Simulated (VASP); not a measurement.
Input of a VASP 6.6.1 run:

INCAR

```
SYSTEM = AlNi3
  PREC = Accurate
  ENCUT = 520
  EDIFF = 1E-6
  ISMEAR = -5
  SIGMA = 0.1
  LREAL = .FALSE.
  LASPH = .TRUE.
  NELM = 100
  ALGO = Normal
  ISIF = 2
  LWAVE = .FALSE.
  LCHARG = .FALSE.
  GGA = PE
  NBANDS = 24
```

Contents of KPOINTS:

```
regular mesh
0
G
  14 14 14
  0 0 0
```

Contents of POSCAR:

```
AlNi3
1.0
    0.0000000000      2.8018887551      2.8018887551
    2.8018887551      0.0000000000      2.8018887551
    2.8018887551      2.8018887551      0.0000000000
Al Ni
1 3
Direct
    0.5000000000      0.5000000000      0.5000000000
    0.2500000000      0.2500000000      0.2500000000
    0.0000000000      0.0000000000      0.0000000000
    0.7500000000      0.7500000000      0.7500000000
```

Potentials or basis: VASP PAW PBE potentials, release 64 (Al, Ni).

Launch:

```console
$ cat potpaw_PBE.64/Al/POTCAR potpaw_PBE.64/Ni/POTCAR > POTCAR
$ mpirun -np 1 vasp_std > vasp.out
```

(1) What does it give for the pressure?

(2) Predict the band gap on the k mesh.

Answers

(1) 7.0 GPa.

(2) zero (an odd number of electrons rules out a gap without spin polarisation).

Caveat: the cell stands under pressure; tetrahedron occupations give inexact forces and stress in metals.
